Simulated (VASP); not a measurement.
# Re (Fm-3m) in VASP: further runs, part 2 of 2

VASP 6.6.1. Earlier steps stand in the parts before.

## Step 3: Electric field gradients, PBE, non-collinear spin, zero start, spin-orbit coupling

Contents of INCAR:

```
SYSTEM = Re
  PREC = Accurate
  ENCUT = 520
  EDIFF = 1E-8
  ISMEAR = -1
  SIGMA = 0.05
  LREAL = .False.
  LASPH = .True.
  NELM = 150
  ALGO = Normal
  ISIF = 2
  LWAVE = .False.
  LCHARG = .False.
  MAGMOM = 0 0 0
  LORBIT = 11
  LSORBIT = .True.
  GGA_COMPAT = .False.
  LORBMOM = .True.
  LMAXMIX = 4
  GGA = PE
  LEFG = .True.
  NBANDS = 18
```

Contents of KPOINTS:

```
Automatic mesh
0
Gamma
  14 14 14
  0 0 0
```

Contents of POSCAR:

```
Re
1.0
    0.0000000000      1.9750000000      1.9750000000
    1.9750000000      0.0000000000      1.9750000000
    1.9750000000      1.9750000000      0.0000000000
Re
1
Direct
    0.0000000000      0.0000000000      0.0000000000
```

Potentials or basis: VASP PAW PBE potentials, release 64 (Re).

On the command line:

```console
> cat potpaw_PBE.64/Re/POTCAR > POTCAR
> mpirun -np 1 vasp_ncl > vasp.out
```

OUTCAR:

```text
SYSTEM = Re
   PREC = Accurate
   ENCUT = 520
   EDIFF = 1E-8
   ISMEAR = -1
   LREAL = .False.
   LASPH = .True.
   NELM = 150
   ISIF = 2
   LORBIT = 11
   LSORBIT = .True.
   GGA = PE

 ion  position               nearest neighbor table
   1  0.000  0.000  0.000-

  LATTYP: Found a face centered cubic cell.
 ALAT       =     3.9500000000

  Lattice vectors:

 A1 = (   0.0000000000,   1.9750000000,   1.9750000000)
 A2 = (   1.9750000000,   0.0000000000,   1.9750000000)
 A3 = (   1.9750000000,   1.9750000000,   0.0000000000)

Analysis of symmetry for initial positions (statically):
=====================================================================
 Subroutine PRICEL returns:
 Original cell was already a primitive cell.

 Routine SETGRP: Setting up the symmetry group for a
 face centered cubic supercell.

 Subroutine GETGRP returns: Found 48 space group operations
 (whereof 48 operations were pure point group operations)
 out of a pool of 48 trial point group operations.

The static configuration has the point symmetry O_h .

Analysis of symmetry for dynamics (positions and initial velocities):
=====================================================================
 Subroutine PRICEL returns:
 Original cell was already a primitive cell.

[... 739 lines left out ...]
   1       0.000       0.000       1.000
----------------------------------------------------------------------

 orbital moment (x)

 # of ion     p       d       tot
 ----------------------------------------
  1         0.000  -0.000  -0.000
 ----------------------------------------
            0.000  -0.000  -0.000

 orbital moment (y)

 # of ion     p       d       tot
 ----------------------------------------
  1        -0.000   0.000   0.000
 ----------------------------------------
           -0.000   0.000   0.000

 orbital moment (z)

 # of ion     p       d       tot
 ----------------------------------------
  1         0.000   0.000   0.000
 ----------------------------------------
            0.000   0.000   0.000

 Spin-Orbit-Coupling matrix elements

 Ion:    1  E_soc:     -0.6622698
 l=   1
     0.0000000    -0.0405138    -0.0405138
    -0.0405138     0.0000000    -0.0405138
    -0.0405138    -0.0405138     0.0000000
 l=   2
     0.0000000    -0.0133177     0.0000000    -0.0133177    -0.0565468
    -0.0133177     0.0000000    -0.0424101    -0.0133177    -0.0141367
     0.0000000    -0.0424101     0.0000000    -0.0424101     0.0000000
    -0.0133177    -0.0133177    -0.0424101     0.0000000    -0.0141367
    -0.0565468    -0.0141367     0.0000000    -0.0141367     0.0000000
 l=   3
     0.0000000     0.0000000     0.0000000     0.0000000     0.0000000     0.0000000     0.0000000
     0.0000000     0.0000000     0.0000000     0.0000000     0.0000000     0.0000000     0.0000000
     0.0000000     0.0000000     0.0000000     0.0000000     0.0000000     0.0000000     0.0000000
     0.0000000     0.0000000     0.0000000     0.0000000     0.0000000     0.0000000     0.0000000
     0.0000000     0.0000000     0.0000000     0.0000000     0.0000000     0.0000000     0.0000000
     0.0000000     0.0000000     0.0000000     0.0000000     0.0000000     0.0000000     0.0000000
     0.0000000     0.0000000     0.0000000     0.0000000     0.0000000     0.0000000     0.0000000

 total charge

# of ion       s       p       d       tot
------------------------------------------
    1        0.600   0.652   4.721   5.974

 magnetization (x)

# of ion       s       p       d       tot
------------------------------------------
    1        0.000  -0.000   0.000   0.000

 magnetization (y)

# of ion       s       p       d       tot
------------------------------------------
    1       -0.000   0.000   0.000  -0.000

 magnetization (z)

# of ion       s       p       d       tot
------------------------------------------
    1        0.000   0.000   0.000   0.000
```

OSZICAR:

```text
N       E                     dE             d eps       ncg     rms          rms(c)
DAV:   1     0.118272906012E+02    0.11827E+02   -0.32611E+03  7328   0.940E+02
DAV:   2    -0.125142344869E+02   -0.24342E+02   -0.20591E+02  6598   0.258E+02
DAV:   3    -0.133761336175E+02   -0.86190E+00   -0.80191E+00  6136   0.875E+01
DAV:   4    -0.133926300259E+02   -0.16496E-01   -0.16431E-01  6316   0.713E+00
DAV:   5    -0.133928955080E+02   -0.26548E-03   -0.26542E-03  6132   0.478E-01    0.299E+01
DAV:   6    -0.128590957806E+02    0.53380E+00   -0.29308E-01  7298   0.203E+01    0.132E+01
DAV:   7    -0.126941878938E+02    0.16491E+00   -0.13383E-01  7324   0.132E+01    0.646E+00
DAV:   8    -0.126777416210E+02    0.16446E-01   -0.10458E-02  7356   0.360E+00    0.271E-01
DAV:   9    -0.126751057653E+02    0.26359E-02   -0.46816E-04  6338   0.246E-01    0.905E-02
DAV:  10    -0.126749141507E+02    0.19161E-03   -0.96785E-05  6210   0.118E-01    0.288E-02
DAV:  11    -0.126749195985E+02   -0.54478E-05   -0.32568E-06  5870   0.165E-02    0.129E-02
DAV:  12    -0.126749208522E+02   -0.12536E-05   -0.69781E-07  6144   0.713E-03    0.142E-03
DAV:  13    -0.126749209302E+02   -0.78054E-07   -0.15194E-08  4412   0.542E-03    0.169E-03
DAV:  14    -0.126749207786E+02    0.15162E-06   -0.26956E-08  4402   0.175E-03    0.373E-04
DAV:  15    -0.126749207803E+02   -0.16838E-08   -0.32564E-10  2396   0.679E-04
   1 F= -.12674921E+02 E0= -.12670705E+02  d E =-.843187E-02  mag=    -0.0000    -0.0000     0.0000
```

stdout:

```text
POSCAR found type information on POSCAR Re
 POSCAR found :  1 types and       1 ions
 scaLAPACK will be used
 LDA part: xc-table for (Slater+PW92), standard interpolation
 POSCAR, INCAR and KPOINTS ok, starting setup
 FFT: planning ... GRIDC
 FFT: planning ... GRID_SOFT
 FFT: planning ... GRID
 WAVECAR not read
 entering main loop
ion   1
```

Run time: 83 s. Hardware: 1 thread of Intel Xeon Platinum 8259CL at 2.50GHz (Skylake/Cascade Lake), shared host; peak memory 0.22 GiB.

What came out:

- Free energy: -12.6749 eV
- Pressure: -9.0 GPa
- Net moment: 0.00 μB per cell
- Largest electric field gradient by atom: zero within the noise of the run
- Valence electrons inside the program's atomic spheres: Re 5.97

Moments on the atoms (μB; x, y, z):
```
Re  0.00 0.00 0.00
```

Caveat: the cell stands under tension.
